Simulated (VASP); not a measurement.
# Zr (P6_3/mmc) in VASP: notebook

Runs on Zr. Level: PBEsol. Tasks: single point.

All numbers are computed with VASP 6.6.1; they aren't measurements. Logs are shortened: lines on timing, memory, paths and dates and some standing lists are left out, and cuts for length are marked.

### Step 1. The cell of the first run

It takes space group P6_3/mmc (No. 194, hexagonal). Conventional cell: a = 3.232 Å, b = 3.232 Å, c = 5.301 Å, α = 90.00°, β = 90.00°, γ = 120.00°. Within 4.3 Å of Zr (site symmetry -6m2) lie 12 Zr at 3.23 to 3.24 Å.

### Step 2. Single point, PBEsol (zz strain of +3 %)

Input file INCAR:

```
SYSTEM = Zr
  ALGO = Normal
  EDIFF = 1E-7
  ENCUT = 520
  GGA = PS
  ISIF = 2
  ISMEAR = -1
  LASPH = .True.
  LCHARG = .False.
  LREAL = .False.
  LWAVE = .False.
  NBANDS = 19
  NELM = 80
  PREC = Accurate
  SIGMA = 0.08
```

Input file KPOINTS:

```
k-points
0
Gamma
  13 13 7
  0 0 0
```

Input file POSCAR:

```
Zr
1.0
    3.2319982225      0.0000000000      0.0000000000
   -1.6159991112      2.7989925656      0.0000000000
    0.0000000000      0.0000000000      5.3014100000
Zr
2
Direct
    0.3333333333      0.6666666667      0.2500000000
    0.6666666667      0.3333333333      0.7500000000
```

Potentials or basis: VASP PAW PBE potentials, release 64 (Zr_sv).

On the command line:

```console
> cat potpaw_PBE.64/Zr_sv/POTCAR > POTCAR
> mpirun -np 1 vasp_std > vasp.out
```

OUTCAR:

```text
SYSTEM = Zr
   EDIFF = 1E-7
   ENCUT = 520
   GGA = PS
   ISIF = 2
   ISMEAR = -1
   LASPH = .True.
   LREAL = .False.
   NELM = 80
   PREC = Accurate

 ion  position               nearest neighbor table
   1  0.333  0.667  0.250-   2 3.24   2 3.24   2 3.24   2 3.24   2 3.24   2 3.24
   2  0.667  0.333  0.750-   1 3.24   1 3.24   1 3.24   1 3.24   1 3.24   1 3.24

  LATTYP: Found a hexagonal cell.
 ALAT       =     3.2319982225
 C/A-ratio  =     1.6402886496

  Lattice vectors:

 A1 = (   3.2319982225,   0.0000000000,   0.0000000000)
 A2 = (  -1.6159991112,   2.7989925656,   0.0000000000)
 A3 = (   0.0000000000,   0.0000000000,   5.3014100000)

Analysis of symmetry for initial positions (statically):
=====================================================================
 Subroutine PRICEL returns:
 Original cell was already a primitive cell.

 Routine SETGRP: Setting up the symmetry group for a
 hexagonal supercell.

 Subroutine GETGRP returns: Found 24 space group operations
 (whereof 12 operations were pure point group operations)
 out of a pool of 24 trial point group operations.

The static configuration has the point symmetry D_3d.
 The point group associated with its full space group is D_6h.

Analysis of symmetry for dynamics (positions and initial velocities):
=====================================================================
 Subroutine PRICEL returns:
 Original cell was already a primitive cell.

 Routine SETGRP: Setting up the symmetry group for a
 hexagonal supercell.

 Subroutine GETGRP returns: Found 24 space group operations
 (whereof 12 operations were pure point group operations)
 out of a pool of 24 trial point group operations.

The dynamic configuration has the point symmetry D_3d.
 The point group associated with its full space group is D_6h.

 Subroutine INISYM returns: Found 24 space group operations
 (whereof 12 operations are pure point group operations),
 and found     1 'primitive' translations

----------------------------------------------------------------------------------------

                                     Primitive cell

  volume of cell :      47.9584

  direct lattice vectors                    reciprocal lattice vectors
     3.231998223  0.000000000  0.000000000     0.309406111  0.178635701  0.000000000
    -1.615999111  2.798992566  0.000000000     0.000000000  0.357271403  0.000000000
     0.000000000  0.000000000  5.301410000     0.000000000  0.000000000  0.188629063

  length of vectors
     3.231998223  3.231998222  5.301410000     0.357271403  0.357271403  0.188629063

  position of ions in fractional coordinates (direct lattice)
     0.333333333  0.666666667  0.250000000
     0.666666667  0.333333333  0.750000000

  ion indices of the primitive-cell ions
   primitive index   ion index
                 1           1
                 2           2

----------------------------------------------------------------------------------------

 KPOINTS: k-points

Automatic generation of k-mesh.
 Grid dimensions read from file:
 generate k-points for:   13   13    7

 Generating k-lattice:

  Cartesian coordinates                     Fractional coordinates (reciprocal lattice)
     0.023800470  0.013741208  0.000000000     0.076923077  0.000000000  0.000000000
     0.000000000  0.027482416  0.000000000     0.000000000  0.076923077  0.000000000
     0.000000000  0.000000000  0.026947009     0.000000000  0.000000000  0.142857143

  Length of vectors
     0.027482416  0.027482416  0.026947009

  Shift w.r.t. Gamma in fractional coordinates (k-lattice)
     0.000000000  0.000000000  0.000000000

 Subroutine IBZKPT returns following result:
 ===========================================

 Found     84 irreducible k-points:

 Following reciprocal coordinates:
            Coordinates               Weight
  0.000000  0.000000  0.000000      1.000000
  0.076923 -0.000000  0.000000      6.000000
  0.153846 -0.000000  0.000000      6.000000
  0.230769 -0.000000  0.000000      6.000000
  0.307692 -0.000000  0.000000      6.000000
  0.384615 -0.000000  0.000000      6.000000
[... 16 lines left out ...]
  0.076923 -0.000000  0.142857     12.000000
  0.153846 -0.000000  0.142857     12.000000
 [... further k-points ...]
   k-points           NKPTS =     84   k-points in BZ     NKDIM =     84   number of bands    NBANDS=     19
   number of dos      NEDOS =    301   number of ions     NIONS =      2
   total plane-waves  NPLWV =  23040
   dimension x,y,z NGX =    24 NGY =   24 NGZ =   40
   dimension x,y,z NGXF=    48 NGYF=   48 NGZF=   80
   ions per type =               2
   NGX,Y,Z   is equivalent  to a cutoff of  12.35, 12.35, 12.54 a.u.
   NGXF,Y,Z  is equivalent  to a cutoff of  24.69, 24.69, 25.09 a.u.
 SYSTEM =  Zr
   PREC   = accura    normal or accurate (medium, high low for compatibility)
   ISTART =      0    job   : 0-new  1-cont  2-samecut
   ICHARG =      2    charge: 1-file 2-atom 10-const
   ISPIN  =      1    spin polarized calculation?
   LNONCOLLINEAR =      F non collinear calculations
   LSORBIT =      F    spin-orbit coupling
   LASPH  =      T    aspherical Exc in radial PAW
   ENCUT  =  520.0 eV  38.22 Ry    6.18 a.u.   6.01  6.01  9.86*2*pi/ulx,y,z
   NELM   =     80;   NELMIN=  2; NELMDL= -5     # of ELM steps
   EDIFF  = 0.1E-06   stopping-criterion for ELM
   LREAL  =      F    real-space projection
   EDIFFG = 0.1E-05   stopping-criterion for IOM
   NSW    =      0    number of steps for IOM
   IBRION =     -1    ionic relax: 0-MD 1-quasi-New 2-CG
   NFREE  =      0    steps in history (QN), initial steepest desc. (CG)
   ISIF   =      2    stress and relaxation
   ISYM   =      2    0-nonsym 1-usesym 2-fastsym
   POTIM  = 0.5000    time-step for ionic-motion
   TEBEG  =    0.0;   TEEND  =   0.0 temperature during run
   PSTRESS=    0.0 pullay stress
   NELECT =      24.0000    total number of electrons
   NUPDOWN=      -1.0000    fix difference up-down
   EMIN   =  10.00;   EMAX   =-10.00  energy-range for DOS
   EFERMI =   0.00;   METHOD = LEGACY
   ISMEAR =    -1;   SIGMA  =   0.08  broadening in eV -4-tet -1-fermi 0-gaus
   EFERMI_NEDOS =   21; number of points for ismear=-14 and -15
   IALGO  =     38    algorithm
   IMIX   =      4    mixing-type and parameters
     AMIX     =   0.40;   BMIX     =  1.00
     AMIX_MAG =   1.60;   BMIX_MAG =  1.00
  volume/ion in A,a.u.               =      23.98       161.82
  Fermi-wavevector in a.u.,A,eV,Ry     =   1.299742  2.456156 22.984721  1.689329
  Thomas-Fermi vector in A             =   2.430986
   LORBIT       =      0    0 simple, 1 ext, 2 COOP (PROOUT), +10 PAW based schemes
   GGA     = PS    functional components
   LHFCALC =     F    Hartree Fock is set to
   AEXX    =    0.0000 exact exchange contribution
   IVDW    =     0    specifies the selected vdW correction
   LEPSILON=     F    determine dielectric tensor
   LRPA    =     F    only Hartree local field effects (RPA)
 non-spin polarized calculation
  energy-cutoff  :      520.00
  volume of cell :       47.96
 maximum number of plane-waves:      1309
   NGX = 13   NGY = 13   NGZ = 19

 number of electron      24.0000001 magnetization

 Free energy of the ion-electron system (eV)
  ---------------------------------------------------
  ext. energy  EPLUGINS =         0.00000000
  ---------------------------------------------------
  free energy    TOTEN  =       -18.12416566 eV

  energy without entropy =      -18.07801367  energy(sigma->0) =      -18.10108966

 E-fermi :   8.5135     XC(G=0): -11.0673

 val. band max:        8.5095549397   @ k =   0.0769  -0.0000   0.4286
 cond. band min:       8.5155245062   @ k =   0.3077   0.3077   0.2857
 fundamental gap:      0.0059695666
 Fermi energy:         8.5134857362

 k-point     1 :       0.0000    0.0000    0.0000
  band No.  band energies     occupation
      1     -40.2436      2.00000
      2     -40.1208      2.00000
      3     -18.7151      2.00000
      4     -17.9164      2.00000
      5     -17.9164      2.00000
      6     -17.8453      2.00000
[... 11 lines left out ...]
     18      10.8199      0.00000
     19      12.8828      0.00000

 k-point     2 :       0.0769   -0.0000    0.0000
  band No.  band energies     occupation
      1     -40.2373      2.00000
      2     -40.1176      2.00000
      3     -18.6985      2.00000
      4     -17.9566      2.00000
      5     -17.9289      2.00000
      6     -17.8511      2.00000
[... 11 lines left out ...]
     18      10.6782      0.00000
     19      12.9766      0.00000

 k-point     3 :       0.1538   -0.0000    0.0000
  band No.  band energies     occupation
      1     -40.2194      2.00000
      2     -40.1089      2.00000
      3     -18.6508      2.00000
      4     -18.0679      2.00000
      5     -17.9625      2.00000
      6     -17.9585      2.00000
[... 11 lines left out ...]
     18      10.6105      0.00000
     19      13.1719      0.00000

 k-point     4 :       0.2308   -0.0000    0.0000
  band No.  band energies     occupation
      1     -40.1934      2.00000
      2     -40.0974      2.00000
      3     -18.5779      2.00000
      4     -18.2242      2.00000
      5     -18.1111      2.00000
      6     -18.0081      2.00000
[... 11 lines left out ...]
     18      11.2757      0.00000
     19      13.3523      0.00000

 k-point     5 :       0.3077   -0.0000    0.0000
  band No.  band energies     occupation
      1     -40.1641      2.00000
      2     -40.0866      2.00000
      3     -18.4894      2.00000
      4     -18.3890      2.00000
      5     -18.2666      2.00000
      6     -18.0548      2.00000
[... 11 lines left out ...]
     18      12.1079      0.00000
     19      13.4733      0.00000

 k-point     6 :       0.3846   -0.0000    0.0000
  band No.  band energies     occupation
      1     -40.1375      2.00000
      2     -40.0798      2.00000
      3     -18.5243      2.00000
      4     -18.3999      2.00000
      5     -18.3913      2.00000
      6     -18.0924      2.00000
[... 11 lines left out ...]
     18      12.9749      0.00000
     19      13.5380      0.00000

 k-point     7 :       0.4615   -0.0000    0.0000
  band No.  band energies     occupation
      1     -40.1204      2.00000
      2     -40.0780      2.00000
      3     -18.6000      2.00000
      4     -18.4603      2.00000
      5     -18.3350      2.00000
      6     -18.1133      2.00000
[... 11 lines left out ...]
     18      13.6695      0.00000
     19      13.8831      0.00000

 k-point     8 :       0.0769    0.0769    0.0000
  band No.  band energies     occupation
      1     -40.2252      2.00000
      2     -40.1116      2.00000
      3     -18.6664      2.00000
      4     -18.0255      2.00000
      5     -17.9713      2.00000
      6     -17.9055      2.00000
[... 256 lines left out ...]
 k-point    20 :       0.3846    0.2308    0.0000
  band No.  band energies     occupation
      1     -40.1000      2.00000
      2     -40.0800      2.00000
      3     -18.5134      2.00000
      4     -18.3789      2.00000
      5     -18.2813      2.00000
      6     -18.2462      2.00000
[... 11 lines left out ...]
     18      13.0034      0.00000
     19      14.9211      0.00000

 k-point    21 :       0.3077    0.3077    0.0000
  band No.  band energies     occupation
      1     -40.0942      2.00000
      2     -40.0824      2.00000
      3     -18.4733      2.00000
      4     -18.3631      2.00000
      5     -18.3102      2.00000
      6     -18.2157      2.00000
[... 11 lines left out ...]
     18      12.8892      0.00000
     19      14.9698      0.00000

 k-point    22 :       0.0000    0.0000    0.1429
  band No.  band energies     occupation
      1     -40.2376      2.00000
      2     -40.1269      2.00000
      3     -18.6744      2.00000
      4     -17.9109      2.00000
      5     -17.9109      2.00000
      6     -17.8910      2.00000
[... 11 lines left out ...]
     18      11.0295      0.00000
     19      12.9040      0.00000

 k-point    23 :       0.0769   -0.0000    0.1429
  band No.  band energies     occupation
      1     -40.2314      2.00000
      2     -40.1236      2.00000
      3     -18.6597      2.00000
      4     -17.9504      2.00000
      5     -17.9231      2.00000
      6     -17.9083      2.00000
[... 11 lines left out ...]
     18      10.9184      0.00000
     19      12.9794      0.00000

 k-point    24 :       0.1538   -0.0000    0.1429
  band No.  band energies     occupation
      1     -40.2140      2.00000
      2     -40.1144      2.00000
      3     -18.6182      2.00000
      4     -18.0593      2.00000
      5     -17.9936      2.00000
      6     -17.9559      2.00000
[... 11 lines left out ...]
     18      10.7759      0.00000
     19      13.1322      0.00000

 [... further k-points ...]
[... 5 lines left out ...]
  --------------------------------------------------------------------------------------
  -------------------------------------------------------------------------------------
  Total       -1.5502937     -1.5502937     -2.1232455     -0.0000000      0.0000000      0.0000000
  in kB      -51.7917160    -51.7917160    -70.9327100     -0.0000000      0.0000000      0.0000000
  external PRESSURE =     -58.1720474 kB  Pullay stress =       0.0000000 kB

 VOLUME and BASIS-vectors are now :
 -----------------------------------------------------------------------------
  energy-cutoff  :      520.00
  volume of cell :       47.96
      direct lattice vectors                 reciprocal lattice vectors
     3.231998223  0.000000000  0.000000000     0.309406111  0.178635701  0.000000000
    -1.615999111  2.798992566  0.000000000     0.000000000  0.357271403  0.000000000
     0.000000000  0.000000000  5.301410000     0.000000000  0.000000000  0.188629063

 POSITION                                       TOTAL-FORCE (eV/Angst)
 -----------------------------------------------------------------------------------
     -0.00000      1.86600      1.32535        -0.000000     -0.000000      0.000000
      1.61600      0.93300      3.97606         0.000000      0.000000      0.000000
 -----------------------------------------------------------------------------------
    total drift:                               -0.000000      0.000000     -0.000000

  FREE ENERGIE OF THE ION-ELECTRON SYSTEM (eV)
  ---------------------------------------------------
  free  energy   TOTEN  =       -18.1241656562 eV

  energy  without entropy=      -18.0780136696  energy(sigma->0) =      -18.10108966
```

Run time: 38 s. Hardware: 1 thread of Intel Xeon Platinum 8488C (Sapphire Rapids), shared host; peak memory 0.2 GiB.

What came out:

- Free energy: -18.1242 eV
- Pressure: -5.8 GPa
- Band gap on the k mesh: zero (band 12 reaches 9.39 eV, above the bottom of band 13 at 8.31 eV)

Caveat: the cell differs from its parent crystal (zz strain of +3 %); the PAW data sets were made with another functional, which shifts forces and pressure a little.

### Step 3. Single point, PBEsol (volume scaled by 1.04)

Input file INCAR:

```
PREC = Accurate
ENCUT = 520
EDIFF = 1E-6
ISMEAR = -1
SIGMA = 0.08
LREAL = False
LASPH = True
NELM = 100
ALGO = Normal
ISIF = 2
LWAVE = False
LCHARG = False
GGA = PS
NBANDS = 19
```

Input file KPOINTS:

```
Automatic mesh
0
Gamma
  13 13 7
```

Input file POSCAR:

```
Zr
1.0
    3.2745293923      0.0000000000      0.0000000000
   -1.6372646961      2.8358256391      0.0000000000
    0.0000000000      0.0000000000      5.2147314515
Zr
2
Direct
    0.3333333333      0.6666666667      0.2500000000
    0.6666666667      0.3333333333      0.7500000000
```

Potentials or basis: VASP PAW PBE potentials, release 64 (Zr_sv).

On the command line:

```console
> cat potpaw_PBE.64/Zr_sv/POTCAR > POTCAR
> mpirun -np 1 vasp_std > vasp.out
```

Run time: 36 s. Hardware: 1 thread of Intel Xeon Platinum 8488C (Sapphire Rapids), shared host; peak memory 0.19 GiB.

It converged, with:

* Free energy: -18.1112 eV
* Pressure: -6.5 GPa
* Band gap on the k mesh: zero (band 12 reaches 9.29 eV, above the bottom of band 13 at 8.19 eV)

Stress tensor (GPa, compression positive):
```
-6.58  0.00  0.00
 0.00 -6.58  0.00
 0.00  0.00 -6.22
```

Levels at points of the mesh, in eV from the Fermi level:
```csv
k point,band 10,band 11,band 12,band 13,band 14,band 15
"(0.00, 0.00, 0.00)",-2.93,0.86,0.86,1.01,1.06,1.52
```

Caveat: the PAW data sets were made with another functional, which shifts forces and pressure a little.

### Step 4. Single point, PBEsol (volume scaled by 1.05)

Input file INCAR:

```
SYSTEM = Zr
PREC = Accurate
ENCUT = 520
EDIFF = 1E-6
ISMEAR = -1
SIGMA = 0.08
LREAL = .False.
LASPH = .True.
NELM = 100
ALGO = Normal
ISIF = 2
LWAVE = .False.
LCHARG = .False.
GGA = PS
NBANDS = 19
```

Input file KPOINTS:

```
regular mesh
0
Gamma
  13 13 7
  0 0 0
```

Input file POSCAR:

```
Zr
1.0
    3.2849912186      0.0000000000      0.0000000000
   -1.6424956092      2.8448858464      0.0000000000
    0.0000000000      0.0000000000      5.2313920485
Zr
2
Direct
    0.3333333333      0.6666666667      0.2500000000
    0.6666666667      0.3333333333      0.7500000000
```

On the command line:

```console
> cat potpaw_PBE.64/Zr_sv/POTCAR > POTCAR
> mpirun -np 1 vasp_std > vasp.out
```

Run time: 35 s. Hardware: 1 thread of Intel Xeon Platinum 8488C (Sapphire Rapids), shared host; peak memory 0.19 GiB.

It converged, with:

* Free energy: -18.0915 eV
* Pressure: -7.2 GPa
* Band gap on the k mesh: zero (band 12 reaches 9.18 eV, above the bottom of band 13 at 8.09 eV)

Stress tensor (GPa, compression positive):
```
-7.28  0.00  0.00
 0.00 -7.28  0.00
 0.00  0.00 -6.98
```

Levels at points of the mesh, in eV from the Fermi level:
| k point | band 9 | band 10 | band 11 | band 12 | band 13 | band 14 | band 15 | band 16 |
| --- | --- | --- | --- | --- | --- | --- | --- | --- |
| (0.00, 0.00, 0.00) | -5.57 | -2.90 | 0.86 | 0.86 | 1.00 | 1.02 | 1.51 | 1.51 |

Caveat: the PAW data sets were made with another functional, which shifts forces and pressure a little.

### Step 5. Single point, PBEsol (volume scaled by 1.06)

Input file INCAR:

```
  ALGO = Normal
  EDIFF = 1E-6
  ENCUT = 520
  GGA = PS
  ISIF = 2
  ISMEAR = -1
  LASPH = True
  LCHARG = False
  LREAL = False
  LWAVE = False
  NBANDS = 19
  NELM = 80
  PREC = Accurate
  SIGMA = 0.08
```

Input file KPOINTS:

```
k-points
0
Gamma
  13 13 7
```

Input file POSCAR:

```
Zr
1.0
    3.2953868297      0.0000000000      0.0000000000
   -1.6476934148      2.8538887098      0.0000000000
    0.0000000000      0.0000000000      5.2479471970
Zr
2
Direct
    0.3333333333      0.6666666667      0.2500000000
    0.6666666667      0.3333333333      0.7500000000
```

On the command line:

```console
> cat potpaw_PBE.64/Zr_sv/POTCAR > POTCAR
> mpirun -np 1 vasp_std > vasp.out
```

Wall time 46 s (1 thread of Intel Xeon Platinum 8488C (Sapphire Rapids), shared host); peak memory 0.21 GiB.

Results (log left out):

- Free energy: -18.0699 eV
- Pressure: -7.9 GPa
- Band gap on the k mesh: zero (band 12 reaches 9.08 eV, above the bottom of band 13 at 7.98 eV)

Stress tensor (GPa, compression positive):
```
-7.96  0.00  0.00
 0.00 -7.96  0.00
 0.00  0.00 -7.72
```

Levels at points of the mesh, in eV from the Fermi level:
| k point | band 8 | band 9 | band 10 | band 11 | band 12 | band 13 | band 14 | band 15 | band 16 | band 17 |
| --- | --- | --- | --- | --- | --- | --- | --- | --- | --- | --- |
| (0.00, 0.00, 0.00) | -26.45 | -5.55 | -2.88 | 0.86 | 0.86 | 0.99 | 1.00 | 1.49 | 1.49 | 2.03 |

Caveat: the PAW data sets were made with another functional, which shifts forces and pressure a little.

### Step 6. Summary

```csv
cell,gap on the mesh (eV),pressure (GPa)
"a = 3.232, b = 3.232, c = 5.301 Å, angles 90.0, 90.0, 120.0°, 2 atoms",none,-5.8
"a = 3.275, b = 3.275, c = 5.215 Å, angles 90.0, 90.0, 120.0°, 2 atoms",none,-6.5
"a = 3.285, b = 3.285, c = 5.231 Å, angles 90.0, 90.0, 120.0°, 2 atoms",none,-7.2
"a = 3.295, b = 3.295, c = 5.248 Å, angles 90.0, 90.0, 120.0°, 2 atoms",none,-7.9
```

Alike in all rows: task single point; level PBEsol; potentials or basis VASP PAW PBE potentials, release 64 (Zr_sv); no spin polarisation; k mesh 13 × 13 × 7; cutoff (eV) 520; smearing fermi-dirac 0.08 eV.

Caveats: the PAW data sets were made with another functional, which shifts forces and pressure a little.

Absolute energies hang on the potentials; compare differences alone.
